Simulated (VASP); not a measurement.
Hf2PbO3, 6 atoms in the cell. The structure is trigonal, space group R-3m (No. 166). The conventional cell has a = 5.479 Å, b = 5.479 Å, c = 15.331 Å, α = 90.00°, β = 90.00°, γ = 120.00°. Within 2.6 Å of Hf (site symmetry 3m) lie 3 O at 1.94 Å. Pb (site symmetry -3m) has 6 O at 3.01 Å and 8 Hf at 3.47 to 3.67 Å within 4.0 Å. Within 2.6 Å of O (site symmetry 2/m) lie 2 Hf at 1.94 Å. The cell was built from a structure type or drawn by symmetry, and may not be a known phase.

* Program: VASP 6.6.1
* Task: single point
* Functional: PBE
* Potentials or basis: VASP PAW PBE potentials, release 64 (Hf_pv, Pb_d, O)
* Cutoff: 520 eV
* k mesh: 6 × 6 × 6
* Occupations: gaussian, width 0.1 eV
* Spin: no spin polarisation
* Dipole correction: no
* Further INCAR settings: ALGO = Normal; EDIFF = 1e-07; NBANDS = 35

Potentials or basis: VASP PAW PBE potentials, release 64 (Hf_pv, Pb_d, O).

Run with:

```sh
$ cat potpaw_PBE.64/Hf_pv/POTCAR potpaw_PBE.64/Pb_d/POTCAR potpaw_PBE.64/O/POTCAR > POTCAR
$ mpirun -np 1 vasp_std > vasp.out
```

Hardware: 1 thread of Intel(R) Xeon(R) 6975P-C (Granite Rapids), on a shared host.

Task: How long does it take, and how much memory?

Result: It took 100 s on 1 thread of Intel(R) Xeon(R) 6975P-C (Granite Rapids), with other jobs on the host, peak memory 0.4 GiB. Counts: scf iterations 17, k points 32.
